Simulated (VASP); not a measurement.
A run of VASP 6.6.1 is set up as follows.

File INCAR:

```
PREC = Accurate
ENCUT = 840
EDIFF = 1E-6
ISMEAR = 0
SIGMA = 0.05
LREAL = False
LASPH = True
NELM = 120
ALGO = Normal
ISIF = 2
LWAVE = False
LCHARG = False
GGA = PE
NBANDS = 15
GGA_COMPAT = False
```

KPOINTS

```
Automatic mesh
0
Gamma
  10 10 10
```

The input POSCAR:

```
MgO
1.0
   -0.2254007805      2.0286070245      2.0286070245
    2.0286070245     -0.2254007805      2.0286070245
    2.0286070245      2.0286070245     -0.2254007805
Mg O
1 1
Direct
    0.0000000000      0.0000000000      0.0000000000
    0.5000000000      0.5000000000      0.5000000000
```

Potentials or basis: VASP PAW PBE potentials, release 64 (Mg_sv, O).

Launch:

```sh
$ cat potpaw_PBE.64/Mg_sv/POTCAR potpaw_PBE.64/O/POTCAR > POTCAR
$ mpirun -np 1 vasp_std > vasp.out
```

Problem. Predict the pressure.

Solution. -1.6 GPa.

Problem. Predict the band gap on the k mesh.

Solution. 3.43 eV.

Stress tensor (GPa, compression positive):
```
-1.56 11.23 11.23
11.23 -1.56 11.23
11.23 11.23 -1.56
```
